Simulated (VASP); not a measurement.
# P (Fd-3m) in VASP: a series of runs

Runs on P. Level: PBE. Tasks: single point.

All numbers are computed with VASP 6.6.1; they aren't measurements. Logs are shortened: lines on timing, memory, paths and dates and some standing lists are left out, and cuts for length are marked.

### 1 The cell of the first run

Symmetry: Fd-3m, No. 227, cubic system. The conventional cell has a = 5.404 Å, b = 5.404 Å, c = 5.404 Å, α = 90.00°, β = 90.00°, γ = 90.00°. Within 3.1 Å of P (site symmetry -43m) lie 4 P at 2.34 Å.

### 2 Single point, PBE (volume scaled by 0.96)

Input file INCAR:

```
PREC     = Accurate       # precision mode
ENCUT    = 520            # plane-wave cutoff, eV
EDIFF    = 1E-6           # SCF threshold, eV
ISMEAR   = -1             # smearing method
SIGMA    = 0.1            # smearing width, eV
LREAL    = F              # projectors in reciprocal space
LASPH    = T              # aspherical terms in the spheres
NELM     = 100            # most SCF steps
ALGO     = Normal         # electronic algorithm
ISIF     = 2              # what is computed and relaxed
LWAVE    = F              # write WAVECAR
LCHARG   = T              # write CHGCAR
GGA      = PE             # functional
LELF     = T              # ELF
LVHAR    = T            
NBANDS   = 12             # bands
```

Input file KPOINTS:

```
regular mesh
0
Gamma
  11 11 11
```

Input file POSCAR:

```
P
1.0
    0.0000000000      2.7020837248      2.7020837248
    2.7020837248      0.0000000000      2.7020837248
    2.7020837248      2.7020837248      0.0000000000
P
2
Direct
    0.1250000000      0.1250000000      0.1250000000
    0.8750000000      0.8750000000      0.8750000000
```

Potentials or basis: VASP PAW PBE potentials, release 64 (P).

Run with:

```sh
$ cat potpaw_PBE.64/P/POTCAR > POTCAR
$ mpirun -np 1 vasp_std > vasp.out
```

OUTCAR:

```text
PREC = Accurate
   ENCUT = 520
   EDIFF = 1E-6
   ISMEAR = -1
   LREAL = F
   LASPH = T
   NELM = 100
   ISIF = 2
   GGA = PE

 ion  position               nearest neighbor table
   1  0.125  0.125  0.125-   2 2.34   2 2.34   2 2.34   2 2.34
   2  0.875  0.875  0.875-   1 2.34   1 2.34   1 2.34   1 2.34

  LATTYP: Found a face centered cubic cell.
 ALAT       =     5.4041674496

  Lattice vectors:

 A1 = (   0.0000000000,   2.7020837248,   2.7020837248)
 A2 = (   2.7020837248,   0.0000000000,   2.7020837248)
 A3 = (   2.7020837248,   2.7020837248,   0.0000000000)

Analysis of symmetry for initial positions (statically):
=====================================================================
 Subroutine PRICEL returns:
 Original cell was already a primitive cell.

 Routine SETGRP: Setting up the symmetry group for a
 face centered cubic supercell.

 Subroutine GETGRP returns: Found 48 space group operations
 (whereof 12 operations were pure point group operations)
 out of a pool of 48 trial point group operations.

The static configuration has the point symmetry D_3d.
 The point group associated with its full space group is O_h .

Analysis of symmetry for dynamics (positions and initial velocities):
=====================================================================
 Subroutine PRICEL returns:
 Original cell was already a primitive cell.

 Routine SETGRP: Setting up the symmetry group for a
 face centered cubic supercell.

 Subroutine GETGRP returns: Found 48 space group operations
 (whereof 12 operations were pure point group operations)
 out of a pool of 48 trial point group operations.

The dynamic configuration has the point symmetry D_3d.
 The point group associated with its full space group is O_h .

 Subroutine INISYM returns: Found 48 space group operations
 (whereof 12 operations are pure point group operations),
 and found     1 'primitive' translations

----------------------------------------------------------------------------------------

                                     Primitive cell

  volume of cell :      39.4572

  direct lattice vectors                    reciprocal lattice vectors
     0.000000000  2.702083725  2.702083725    -0.185042379  0.185042379  0.185042379
     2.702083725  0.000000000  2.702083725     0.185042379 -0.185042379  0.185042379
     2.702083725  2.702083725  0.000000000     0.185042379  0.185042379 -0.185042379

  length of vectors
     3.821323450  3.821323450  3.821323450     0.320502802  0.320502802  0.320502802

  position of ions in fractional coordinates (direct lattice)
     0.125000000  0.125000000  0.125000000
     0.875000000  0.875000000  0.875000000

  ion indices of the primitive-cell ions
   primitive index   ion index
                 1           1
                 2           2

----------------------------------------------------------------------------------------

 KPOINTS: regular mesh

Automatic generation of k-mesh.
 Grid dimensions read from file:
 generate k-points for:   11   11   11

 Generating k-lattice:

  Cartesian coordinates                     Fractional coordinates (reciprocal lattice)
    -0.016822034  0.016822034  0.016822034     0.090909091  0.000000000  0.000000000
     0.016822034 -0.016822034  0.016822034     0.000000000  0.090909091  0.000000000
     0.016822034  0.016822034 -0.016822034     0.000000000  0.000000000  0.090909091

  Length of vectors
     0.029136618  0.029136618  0.029136618

  Shift w.r.t. Gamma in fractional coordinates (k-lattice)
     0.000000000  0.000000000  0.000000000

 Subroutine IBZKPT returns following result:
 ===========================================

 Found     56 irreducible k-points:

 Following reciprocal coordinates:
            Coordinates               Weight
  0.000000  0.000000  0.000000      1.000000
  0.090909  0.000000  0.000000      8.000000
  0.181818  0.000000  0.000000      8.000000
  0.272727  0.000000  0.000000      8.000000
  0.363636  0.000000  0.000000      8.000000
  0.454545  0.000000  0.000000      8.000000
[... 16 lines left out ...]
 -0.272727  0.181818  0.000000     24.000000
 -0.181818  0.181818  0.000000     12.000000
 [... further k-points ...]
   k-points           NKPTS =     56   k-points in BZ     NKDIM =     56   number of bands    NBANDS=     12
   number of dos      NEDOS =    301   number of ions     NIONS =      2
   total plane-waves  NPLWV =  21952
   dimension x,y,z NGX =    28 NGY =   28 NGZ =   28
   dimension x,y,z NGXF=    56 NGYF=   56 NGZF=   56
   ions per type =               2
   NGX,Y,Z   is equivalent  to a cutoff of  12.18, 12.18, 12.18 a.u.
   NGXF,Y,Z  is equivalent  to a cutoff of  24.36, 24.36, 24.36 a.u.
 SYSTEM =  unknown system
   PREC   = accura    normal or accurate (medium, high low for compatibility)
   ISTART =      0    job   : 0-new  1-cont  2-samecut
   ICHARG =      2    charge: 1-file 2-atom 10-const
   ISPIN  =      1    spin polarized calculation?
   LNONCOLLINEAR =      F non collinear calculations
   LSORBIT =      F    spin-orbit coupling
   LASPH  =      T    aspherical Exc in radial PAW
   ENCUT  =  520.0 eV  38.22 Ry    6.18 a.u.   7.11  7.11  7.11*2*pi/ulx,y,z
   NELM   =    100;   NELMIN=  2; NELMDL= -5     # of ELM steps
   EDIFF  = 0.1E-05   stopping-criterion for ELM
   LREAL  =      F    real-space projection
[... 7 lines left out ...]
   TEBEG  =    0.0;   TEEND  =   0.0 temperature during run
   PSTRESS=    0.0 pullay stress
   NELECT =      10.0000    total number of electrons
   NUPDOWN=      -1.0000    fix difference up-down
   EMIN   =  10.00;   EMAX   =-10.00  energy-range for DOS
   EFERMI =   0.00;   METHOD = LEGACY
   ISMEAR =    -1;   SIGMA  =   0.10  broadening in eV -4-tet -1-fermi 0-gaus
   EFERMI_NEDOS =   21; number of points for ismear=-14 and -15
   IALGO  =     38    algorithm
   IMIX   =      4    mixing-type and parameters
     AMIX     =   0.40;   BMIX     =  1.00
     AMIX_MAG =   1.60;   BMIX_MAG =  1.00
  volume/ion in A,a.u.               =      19.73       133.14
  Fermi-wavevector in a.u.,A,eV,Ry     =   1.036015  1.957784 14.603501  1.073327
  Thomas-Fermi vector in A             =   2.170386
   LORBIT       =      0    0 simple, 1 ext, 2 COOP (PROOUT), +10 PAW based schemes
   GGA     = PE    functional components
[... 5 lines left out ...]
 non-spin polarized calculation
  energy-cutoff  :      520.00
  volume of cell :       39.46
 maximum number of plane-waves:      1074
   NGX = 15   NGY = 15   NGZ = 15

 number of electron      10.0000000 magnetization

 number of electron       9.9999998 magnetization

 Free energy of the ion-electron system (eV)
  ---------------------------------------------------
  ext. energy  EPLUGINS =         0.00000000
  ---------------------------------------------------
  free energy    TOTEN  =        -9.66453988 eV

  energy without entropy =       -9.63404216  energy(sigma->0) =       -9.64929102

 E-fermi :   6.3919     XC(G=0):  -9.7143

 val. band max:        6.2965101803   @ k =  -0.1818   0.2727   0.0909
 cond. band min:       6.3920538379   @ k =   0.4545   0.3636   0.0909
 fundamental gap:      0.0955436576
 Fermi energy:         6.3919206443

 k-point     1 :       0.0000    0.0000    0.0000
  band No.  band energies     occupation
      1      -8.9537      2.00000
      2       3.2377      2.00000
      3       3.2377      2.00000
      4       3.2377      2.00000
      5       3.2995      2.00000
      6       6.4306      0.80914
      7       6.4306      0.80914
      8       6.4306      0.80914
      9      12.4875      0.00000
     10      13.1610      0.00000
     11      13.1610      0.00000
     12      16.6919      0.00000

 k-point     2 :       0.0909    0.0000    0.0000
  band No.  band energies     occupation
      1      -8.8557      2.00000
      2       1.6819      2.00000
      3       3.1072      2.00000
      4       3.1072      2.00000
      5       4.4228      2.00000
      6       6.6308      0.16804
      7       6.6308      0.16804
      8       6.7431      0.05794
      9      12.8756      0.00000
     10      12.9039      0.00000
     11      12.9039      0.00000
     12      16.3755      0.00000

 k-point     3 :       0.1818    0.0000    0.0000
  band No.  band energies     occupation
      1      -8.5677      2.00000
      2       0.0552      2.00000
      3       2.8180      2.00000
      4       2.8180      2.00000
      5       4.6545      2.00000
      6       7.0733      0.00220
      7       7.0733      0.00220
      8       7.8998      0.00000
      9      12.5786      0.00000
     10      12.5786      0.00000
     11      13.6934      0.00000
     12      16.0364      0.00000
[... 286 lines left out ...]
 k-point    23 :      -0.2727    0.1818    0.0000
  band No.  band energies     occupation
      1      -7.4176      2.00000
      2      -2.6053      2.00000
      3       0.6342      2.00000
      4       2.2739      2.00000
      5       5.7325      1.99727
      6       8.0860      0.00000
      7       8.1332      0.00000
      8       9.6262      0.00000
      9      11.9777      0.00000
     10      14.1674      0.00000
     11      15.3395      0.00000
     12      17.2762      0.00000

 k-point    24 :      -0.1818    0.1818    0.0000
  band No.  band energies     occupation
      1      -7.9506      2.00000
      2      -1.5484      2.00000
      3       1.1194      2.00000
      4       2.6138      2.00000
      5       5.6908      1.99820
      6       7.5386      0.00002
      7       7.6912      0.00000
      8       9.0113      0.00000
      9      11.7000      0.00000
     10      13.9680      0.00000
     11      14.7667      0.00000
     12      17.1571      0.00000

 [... further k-points ...]
[... 5 lines left out ...]
  --------------------------------------------------------------------------------------
  -------------------------------------------------------------------------------------
  Total        0.4641690      0.4641690      0.4641690     -0.0000000      0.0000000      0.0000000
  in kB       18.8477853     18.8477853     18.8477853     -0.0000000      0.0000000      0.0000000
  external PRESSURE =      18.8477853 kB  Pullay stress =       0.0000000 kB

 VOLUME and BASIS-vectors are now :
 -----------------------------------------------------------------------------
  energy-cutoff  :      520.00
  volume of cell :       39.46
      direct lattice vectors                 reciprocal lattice vectors
     0.000000000  2.702083725  2.702083725    -0.185042379  0.185042379  0.185042379
     2.702083725  0.000000000  2.702083725     0.185042379 -0.185042379  0.185042379
     2.702083725  2.702083725  0.000000000     0.185042379  0.185042379 -0.185042379

 POSITION                                       TOTAL-FORCE (eV/Angst)
 -----------------------------------------------------------------------------------
      0.67552      0.67552      0.67552        -0.000000     -0.000000     -0.000000
      4.72865      4.72865      4.72865         0.000000      0.000000      0.000000
 -----------------------------------------------------------------------------------
    total drift:                                0.000000     -0.000000     -0.000000

  FREE ENERGIE OF THE ION-ELECTRON SYSTEM (eV)
  ---------------------------------------------------
  free  energy   TOTEN  =        -9.6645398840 eV

  energy  without entropy=       -9.6340421641  energy(sigma->0) =       -9.64929102
```

It took 21 s on 1 thread of Intel Xeon Platinum 8259CL at 2.50GHz (Skylake/Cascade Lake), shared host; peak memory 0.15 GiB.

What came out:

```yaml
Free_energy: -9.6645 eV
Pressure: 1.9 GPa
Band_gap_on_the_k_mesh: zero (band 5 reaches 7.23 eV, above the bottom of band 6 at 5.36 eV)
```

Caveat: the cell differs from its parent crystal (volume scaled by 0.96).

### 3 Single point, PBE

This run uses another cell than the first one, of 20.55 Å³/atom, 1.042 times its volume.

Input file INCAR:

```
PREC = Accurate
ENCUT = 520
EDIFF = 1E-6
ISMEAR = -1
SIGMA = 0.1
LREAL = F
LASPH = T
NELM = 80
ALGO = Normal
ISIF = 2
LWAVE = F
LCHARG = F
GGA = PE
NBANDS = 12
```

Input file KPOINTS:

```
Automatic mesh
0
Gamma
  11 11 11
```

Input file POSCAR:

```
P
1.0
    0.0000000000      2.7391031705      2.7391031705
    2.7391031705      0.0000000000      2.7391031705
    2.7391031705      2.7391031705      0.0000000000
P
2
Direct
    0.1250000000      0.1250000000      0.1250000000
    0.8750000000      0.8750000000      0.8750000000
```

Potentials or basis: VASP PAW PBE potentials, release 64 (P).

Run with:

```sh
$ cat potpaw_PBE.64/P/POTCAR > POTCAR
$ mpirun -np 1 vasp_std > vasp.out
```

Wall time 26 s (1 thread of Intel Xeon Platinum 8259CL at 2.50GHz (Skylake/Cascade Lake), shared host); peak memory 0.17 GiB.

It converged, with:

```yaml
Free_energy: -9.6741 eV
Pressure: 0.0 GPa
Band_gap_on_the_k_mesh: zero (band 5 reaches 6.74 eV, above the bottom of band 6 at 5.00 eV)
```

Levels at points of the mesh, in eV from the Fermi level:
```tsv
k point	band 1	band 2	band 3	band 4	band 5	band 6	band 7	band 8	band 9	band 10
(0.00, 0.00, 0.00)	-14.97	-3.40	-3.01	-3.01	-3.01	0.12	0.12	0.12	6.04	6.85
```

### 4 Single point, PBE (volume scaled by 1.04)

Input file INCAR:

```
ALGO     = Normal         # electronic algorithm
EDIFF    = 1E-7           # SCF threshold, eV
ENCUT    = 520            # plane-wave cutoff, eV
GGA      = PE             # functional
ISIF     = 2              # what is computed and relaxed
ISMEAR   = -1             # smearing method
LASPH    = T              # aspherical terms in the spheres
LCHARG   = F              # write CHGCAR
LREAL    = F              # projectors in reciprocal space
LWAVE    = F              # write WAVECAR
NBANDS   = 12             # bands
NELM     = 100            # most SCF steps
PREC     = Accurate       # precision mode
SIGMA    = 0.1            # smearing width, eV
```

Input file KPOINTS:

```
k-points
0
Gamma
  11 11 11
```

Input file POSCAR:

```
P
1.0
    0.0000000000      2.7751481352      2.7751481352
    2.7751481352      0.0000000000      2.7751481352
    2.7751481352      2.7751481352      0.0000000000
P
2
Direct
    0.1250000000      0.1250000000      0.1250000000
    0.8750000000      0.8750000000      0.8750000000
```

Run with:

```sh
$ cat potpaw_PBE.64/P/POTCAR > POTCAR
$ mpirun -np 1 vasp_std > vasp.out
```

Run time: 27 s. Hardware: 1 thread of Intel Xeon Platinum 8259CL at 2.50GHz (Skylake/Cascade Lake), shared host; peak memory 0.16 GiB.

It converged, with:

| Item | Value |
| --- | --- |
| Free energy | -9.6657 eV |
| Pressure | -1.6 GPa |
| Band gap on the k mesh | zero (band 5 reaches 6.27 eV, above the bottom of band 6 at 4.66 eV) |

Levels at points of the mesh, in eV from the Fermi level:
| k point | band 1 | band 2 | band 3 | band 4 | band 5 | band 6 | band 7 | band 8 | band 9 | band 10 |
| --- | --- | --- | --- | --- | --- | --- | --- | --- | --- | --- |
| (0.00, 0.00, 0.00) | -14.63 | -3.69 | -2.88 | -2.88 | -2.88 | 0.19 | 0.19 | 0.19 | 5.98 | 6.93 |

Caveat: the cell differs from its parent crystal (volume scaled by 1.04).

(Part 1 of 3 ends here.)
